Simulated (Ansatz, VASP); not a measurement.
# F: VASP beside Ansatz

File POSCAR:

```
F
1.0
    2.9071075000     -1.6940708000      0.0016500000
    2.9071075000      1.6940708000      0.0016500000
   -1.6181287196      0.0000000000      7.2669771111
F
4
Direct
    0.9645498198      0.5824936659      0.0876863693
    0.4175063341      0.0354501802      0.4123136307
    0.0354501802      0.4175063341      0.9123136307
    0.5824936659      0.9645498198      0.5876863693
```

File INCAR.step1:

```
SYSTEM = F
PREC = Accurate
ENCUT = 520
ISMEAR = 0
SIGMA = 0.02
LREAL = .False.
LASPH = .True.
NELM = 80
NBANDS = 22
GGA = PE
ALGO = Normal
EDIFF = 1E-4
LWAVE = .True.
LCHARG = .False.
```

File INCAR.step2:

```
SYSTEM = F
PREC = Accurate
ENCUT = 520
EDIFF = 1E-6
ISMEAR = 0
SIGMA = 0.02
LREAL = .False.
LASPH = .True.
NELM = 80
ALGO = Normal
ISIF = 2
LWAVE = .False.
LCHARG = .False.
METAGGA = R2SCAN
LMIXTAU = .True.
NBANDS = 22
ISTART = 1
```

KPOINTS

```
regular mesh
0
Gamma
  10 10 4
  0 0 0
```

Input for Ansatz:

```yaml
crystal:
  lattice:
    - [2.9071075, -1.6940708, 0.00165]
    - [2.9071075, 1.6940708, 0.00165]
    - [-1.6181287196, 0.0, 7.2669771111]
  atoms:
    - { symbol: F, position: [0.9645498198, 0.5824936659, 0.0876863693] }
    - { symbol: F, position: [0.4175063341, 0.0354501802, 0.4123136307] }
    - { symbol: F, position: [0.0354501802, 0.4175063341, 0.9123136307] }
    - { symbol: F, position: [0.5824936659, 0.9645498198, 0.5876863693] }
basis:
  ecutwfc: 500
kpoints:
  mp_grid: { grid: [10, 10, 4] }
hamiltonian:
  xc: r2scan
scf:
  occupations: { method: gaussian, width: 0.02 }
output:
  forces: true
  stress: true
  eigenvalues: true
```

Alike in both runs: task single point; functional r2SCAN; k mesh 10 × 10 × 4; occupations gaussian, width 0.02 eV; no spin polarisation.

|  | VASP | Ansatz |
| --- | --- | --- |
| version | VASP 6.6.1 | Ansatz 0.2.0 |
| potentials or method | VASP PAW PBE potentials, release 64 (F), cutoff 520 eV | scalar-relativistic, plane waves, PAW |
| valence electrons in the cell | 28 | 28 |

VASP gave:

```
gap on the k mesh at the Fermi level (eV)                     : 4.79
least direct gap on the mesh (eV)                             : 4.79
pressure (GPa)                                                : 6.3
traceless stress, the component that is largest in VASP (GPa) : 12.75
rms of the force components (eV/Å)                            : 2.131
```

Task: What did Ansatz give for the same quantities?

Result: gap on the k mesh at the Fermi level (eV): 4.89; least direct gap on the mesh (eV): 4.89; pressure (GPa): 5.3; traceless stress, the component that is largest in VASP (GPa): 10.00; rms of the force components (eV/Å): 1.671.

VASP's potentials were made for PBE, not for r2SCAN. Atom by atom the forces differ by 0.461 eV/Å (rms over components).
